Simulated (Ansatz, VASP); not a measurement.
## One calculation of CdTe, two programs

POSCAR

```
CdTe
1.0
    0.0000000000      3.1780659535      3.1780659535
    3.1780659535      0.0000000000      3.1780659535
    3.1780659535      3.1780659535      0.0000000000
Cd Te
1 1
Direct
    0.0000000000      0.0000000000      0.0000000000
    0.2500000000      0.2500000000      0.2500000000
```

File INCAR.step1:

```
PREC     = Accurate       # precision mode
ENCUT    = 520            # plane-wave cutoff, eV
ISMEAR   = 0              # smearing method
SIGMA    = 0.01           # smearing width, eV
LREAL    = False          # projectors in reciprocal space
LASPH    = True           # aspherical terms in the spheres
NELM     = 60             # most SCF steps
NBANDS   = 16             # bands
GGA      = PE             # functional
ALGO     = Normal         # electronic algorithm
EDIFF    = 1E-4           # SCF threshold, eV
LWAVE    = True           # write WAVECAR
LCHARG   = False          # write CHGCAR
```

File INCAR.step2:

```
PREC     = Accurate       # precision mode
ENCUT    = 520            # plane-wave cutoff, eV
EDIFF    = 1E-7           # SCF threshold, eV
ISMEAR   = 0              # smearing method
SIGMA    = 0.01           # smearing width, eV
LREAL    = False          # projectors in reciprocal space
LASPH    = True           # aspherical terms in the spheres
NELM     = 60             # most SCF steps
ALGO     = Normal         # electronic algorithm
ISIF     = 2              # what is computed and relaxed
LWAVE    = False          # write WAVECAR
LCHARG   = False          # write CHGCAR
METAGGA  = R2SCAN         # meta-GGA
LMIXTAU  = True         
NBANDS   = 16             # bands
ISTART   = 1
```

The input KPOINTS:

```
Automatic mesh
0
Gamma
  5 5 5
```

Input for Ansatz:

```yaml
crystal:
  lattice:
    - [0.0, 3.1780659534959415, 3.1780659534959415]
    - [3.1780659534959415, 0.0, 3.1780659534959415]
    - [3.1780659534959415, 3.1780659534959415, 0.0]
  atoms:
    - { symbol: Cd, position: [0.0, 0.0, 0.0] }
    - { symbol: Te, position: [0.25, 0.25, 0.25] }
kpoints:
  mp_grid:
    grid: [5, 5, 5]
hamiltonian:
  xc: r2scan
  pseudopotentials:
    kind: nc
scf:
  mixing:
    algorithm: anderson
    beta: 0.7
  occupations:
    method: fixed
output:
  stress: true
```

Alike in both runs: task single point; functional r2SCAN; k mesh 5 × 5 × 5; no spin polarisation.

|  | VASP | Ansatz |
| --- | --- | --- |
| version | VASP 6.6.1 | Ansatz 0.2.0 |
| potentials or method | VASP PAW PBE potentials, release 64 (Cd, Te) | plane waves, norm-conserving potentials |
| plane-wave cutoff (eV) | 520 | 1306 |
| occupations | gaussian, width 0.01 eV | fixed |
| valence electrons in the cell | 18 | 36 |

```csv
,VASP,Ansatz,Ansatz less VASP
pressure (GPa),4.9,4.8,-0.16
```

VASP's potentials were made for PBE, not for r2SCAN. VASP's potentials hold 18 valence electrons a cell and Ansatz's 36, so a difference there can come from the potentials and not from the codes.

Spin-orbit coupling is off throughout.
